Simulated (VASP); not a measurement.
# Ba3Ti3CO9F4 in VASP: further runs, part 2 of 2

VASP 6.6.1. The steps go on from the part before.

## Step 3: Single point, PBEsol

INCAR reads:

```
PREC = Accurate ; ENCUT = 520
EDIFF = 1E-6 ; ISMEAR = 0
SIGMA = 0.05 ; LREAL = Auto
LASPH = True ; NELM = 60
ALGO = Normal ; ISIF = 2
LWAVE = False ; LCHARG = False
GGA = PS ; NBANDS = 92
```

KPOINTS reads:

```
regular mesh
0
Gamma
  3 3 1
```

POSCAR reads:

```
Ba3Ti3CO9F4
1.0
    5.6433910000      0.0000000000      0.0000000000
   -2.8216950000      4.9139330000      0.0000000000
    0.0000000000      0.0000000000     18.9026330000
Ba Ti O C F
3 3 9 1 4
Direct
    0.0000000000      0.0000000000      0.0529026800
    0.6635781095      0.3220687550      0.1792007205
    0.3521729610      0.6708133694      0.3174873544
    0.3250601300      0.6501203800      0.1166970600
    1.0006219872      0.9885958740      0.2433536818
    0.7080855736      0.3385071688      0.3644781202
    0.1557201646      0.3158240518      0.1543405218
    0.1617411103      0.8265599218      0.1513402514
    0.6644520737      0.8181233529      0.1507434004
    0.8420761284      0.6521082741      0.2826869993
    0.8196387030      0.1453058040      0.2822661414
    0.3287685035      0.1603689847      0.2816244273
    0.4455472931      0.0443266764      0.4204672688
    0.5831159247      0.5519913172      0.4160044599
    1.0004480863      0.4416488494      0.4053891416
    0.4221912797      0.0228433306      0.4915650906
    0.8037148602      0.8292292362      0.4157584168
    0.2333739749      0.0841833399      0.5143097961
    0.3460287016     -0.2301790499      0.5131593526
    0.6579067301      0.1922006169      0.5248093352
```

Potentials or basis: VASP PAW PBE potentials, release 64 (Ba_sv, Ti_sv, O, C, F).

Started as:

```sh
cat potpaw_PBE.64/Ba_sv/POTCAR potpaw_PBE.64/Ti_sv/POTCAR potpaw_PBE.64/O/POTCAR potpaw_PBE.64/C/POTCAR potpaw_PBE.64/F/POTCAR > POTCAR
mpirun -np 1 vasp_std > vasp.out
```

OUTCAR:

```text
PREC = Accurate
   ENCUT = 520
   EDIFF = 1E-6
   ISMEAR = 0
   LREAL = Auto
   LASPH = True
   NELM = 60
   ISIF = 2
   GGA = PS

 ion  position               nearest neighbor table
   1  0.000  0.000  0.053-   7 2.47   9 2.47   8 2.48   4 3.41   4 3.52   4 3.52   5 3.60   2 4.01
                             2 4.03   2 4.10
   2  0.664  0.322  0.179-  12 2.54  11 2.54  10 2.54   7 2.83   9 2.86   8 2.87   7 2.89   8 2.89
                             9 2.91   4 3.45   5 3.46   4 3.47   5 3.49   5 3.50   4 3.51   6 3.51
   3  0.352  0.671  0.317-  15 2.41  14 2.55  13 2.73  11 2.75  10 2.89  10 2.90  12 2.91  17 2.91
[... 694 lines left out ...]
  in kB       39.5586232     35.1712187     14.5215781      6.2725717      0.2563066      0.3187318
  external PRESSURE =      29.7504734 kB  Pullay stress =       0.0000000 kB

 VOLUME and BASIS-vectors are now :
 -----------------------------------------------------------------------------
  energy-cutoff  :      520.00
  volume of cell :      524.19
      direct lattice vectors                 reciprocal lattice vectors
     5.643391000  0.000000000  0.000000000     0.177198426  0.101751471  0.000000000
    -2.821695000  4.913933000  0.000000000     0.000000000  0.203502978  0.000000000
     0.000000000  0.000000000 18.902633000     0.000000000  0.000000000  0.052902683

 POSITION                                       TOTAL-FORCE (eV/Angst)
 -----------------------------------------------------------------------------------
      0.00000      0.00000      1.00000         0.016428     -0.234925     -2.357973
      2.83605      1.58262      3.38737        -0.024931     -0.018485     -0.347002
      0.09462      3.29633      6.00135         0.044292      0.087123     -0.293227
     -0.00000      3.19465      2.20588        -0.012718      0.253601      1.759213
     -2.78601      4.85789      4.60003        -0.019880     -0.017642     -0.099335
      3.04084      1.66340      6.88960        -0.208320     -0.100056     -0.159364
[... 12 lines left out ...]
     -0.21942      3.78285      9.70006         0.093672     -0.406861      0.131765
      3.17049      0.94446      9.92028         0.272331      0.256267      0.198879
 -----------------------------------------------------------------------------------
    total drift:                               -0.006349     -0.001519     -0.017121

  FREE ENERGIE OF THE ION-ELECTRON SYSTEM (eV)
  ---------------------------------------------------
  free  energy   TOTEN  =      -141.3824776098 eV

  energy  without entropy=     -141.3824735742  energy(sigma->0) =     -141.38247559
```

OSZICAR:

```text
N       E                     dE             d eps       ncg     rms          rms(c)
DAV:   1     0.179737825413E+04    0.17974E+04   -0.74886E+04   984   0.154E+03
DAV:   2     0.986001837801E+02   -0.16988E+04   -0.16427E+04  1132   0.424E+02
DAV:   3    -0.151472266435E+03   -0.25007E+03   -0.24806E+03  1240   0.171E+02
DAV:   4    -0.169658612567E+03   -0.18186E+02   -0.18088E+02  1536   0.424E+01
[... 18 lines left out ...]
DAV:  23    -0.141382463270E+03   -0.36484E-04   -0.34899E-06   704   0.482E-03    0.196E-03
DAV:  24    -0.141382470787E+03   -0.75168E-05   -0.62003E-07   680   0.311E-03    0.706E-04
DAV:  25    -0.141382475285E+03   -0.44975E-05   -0.42813E-07   664   0.218E-03    0.566E-04
DAV:  26    -0.141382477159E+03   -0.18742E-05   -0.25385E-07   608   0.162E-03    0.485E-04
DAV:  27    -0.141382477610E+03   -0.45082E-06   -0.15224E-07   576   0.119E-03
   1 F= -.14138248E+03 E0= -.14138248E+03  d E =-.403553E-05
```

Wall time 9 min (1 thread of Intel Xeon Platinum 8488C (Sapphire Rapids), shared host); peak memory 0.63 GiB.

Results:

```yaml
Free_energy: -141.3825 eV
Largest_force: 2.370 eV/Å
Band_gap_on_the_k_mesh: 0.29 eV (least direct gap 0.41 eV)
```

Forces on the atoms (eV/Å):
```
Ba   0.016 -0.235 -2.358
Ba  -0.025 -0.018 -0.347
Ba   0.044  0.087 -0.293
Ti  -0.013  0.254  1.759
Ti  -0.020 -0.018 -0.099
Ti  -0.208 -0.100 -0.159
O    0.005  0.075  0.183
O    0.052 -0.036  0.168
O   -0.054 -0.031  0.168
O    0.012  0.016  0.131
O    0.042  0.031  0.132
O   -0.005  0.006  0.154
O   -0.002  0.021 -0.126
O   -0.046 -0.366  0.121
O    0.088 -0.033  0.319
C    0.002  0.031 -0.244
F    0.132  0.375  0.029
F   -0.388  0.093  0.133
F    0.094 -0.407  0.132
F    0.272  0.256  0.199
```

Caveat: the k points lie up to 0.43 Å⁻¹ apart; there is no dipole correction, which matters where the two faces differ; the PAW data sets were made with another functional, which shifts forces and pressure a little; spin-orbit coupling is left out, which moves the levels of the heavy elements.

## Step 4: Single point, PBEsol

INCAR reads:

```
PREC = Accurate
ENCUT = 520
EDIFF = 1E-7
ISMEAR = 0
SIGMA = 0.05
LREAL = Auto
LASPH = True
NELM = 100
ALGO = Normal
ISIF = 2
LWAVE = False
LCHARG = True
GGA = PS
LELF = True
LVHAR = True
NBANDS = 92
```

KPOINTS reads:

```
Automatic mesh
0
Gamma
  3 3 1
```

POSCAR reads:

```
Ba3Ti3CO9F4
1.0
    5.6433910000      0.0000000000      0.0000000000
   -2.8216950000      4.9139330000      0.0000000000
    0.0000000000      0.0000000000     18.9026330000
Ba Ti O C F
3 3 9 1 4
Direct
    0.0000000000      0.0000000000      0.0529026829
    0.6604487544      0.3209292841      0.1865408380
    0.3253565238      0.6519358323      0.3264646253
    0.3250601335      0.6501203822      0.1166970760
    0.9943267699      0.9889965940      0.2479633922
    0.6558520416      0.3127600641      0.3767005369
    0.1586705280      0.3171107543      0.1525953025
    0.1587316868      0.8232012931      0.1482514103
    0.6644544608      0.8235285259      0.1482929389
    0.8275150847      0.6558129710      0.2837973948
    0.8252949635      0.1518956404      0.2856259760
    0.3264157933      0.1517236804      0.2856339114
    0.4978928173     -0.0034440844      0.4201807759
    0.4981650675      0.4762028705      0.4191705991
    0.9769903827      0.4767991342      0.4191682714
    0.5114733731      0.2225730387      0.6273258334
    0.7148544892      0.4517151536      0.6022719163
    0.2783014135      0.1692222910      0.5977176830
    0.5593502126      0.0190016836      0.6165390821
    0.4932162916      0.2503996290      0.6979944011
```

Started as:

```sh
cat potpaw_PBE.64/Ba_sv/POTCAR potpaw_PBE.64/Ti_sv/POTCAR potpaw_PBE.64/O/POTCAR potpaw_PBE.64/C/POTCAR potpaw_PBE.64/F/POTCAR > POTCAR
mpirun -np 1 vasp_std > vasp.out
```

Wall time 12 min (1 thread of Intel Xeon Platinum 8488C (Sapphire Rapids), shared host); peak memory 0.64 GiB.

It converged, with:

| Property | Result |
| --- | --- |
| Free energy | -139.9590 eV |
| Largest force | 1.985 eV/Å |
| Band gap on the k mesh | 0.04 eV (least direct gap 0.16 eV) |

Forces on the atoms (eV/Å):
```
Ba  -0.002 -0.175 -1.977
Ba  -0.004 -0.004 -0.421
Ba   0.009  0.011 -0.437
Ti   0.004  0.187  1.302
Ti   0.004 -0.011 -0.126
Ti   0.002  0.006 -0.148
O   -0.002  0.072  0.198
O    0.067 -0.040  0.192
O   -0.069 -0.041  0.188
O    0.002  0.044  0.196
O    0.021 -0.013  0.184
O   -0.030 -0.018  0.178
O   -0.001  0.059  0.229
O    0.060 -0.035  0.223
O   -0.059 -0.035  0.221
C    0.013 -0.012  0.020
F    0.181  0.407 -0.166
F   -0.433 -0.094 -0.195
F    0.293 -0.348 -0.063
F   -0.056  0.043  0.400
```

Levels at points of the mesh, in eV from the valence-band top:
```tsv
k point	band 73	band 74	band 75	band 76	band 77	band 78	band 79	band 80
(0.00, 0.00, 0.00)	-1.06	-0.79	-0.33	-0.32	0.31	1.11	1.16	1.95
```

Caveat: the k points lie up to 0.43 Å⁻¹ apart; there is no dipole correction, which matters where the two faces differ; the PAW data sets were made with another functional, which shifts forces and pressure a little; spin-orbit coupling is left out, which moves the levels of the heavy elements.
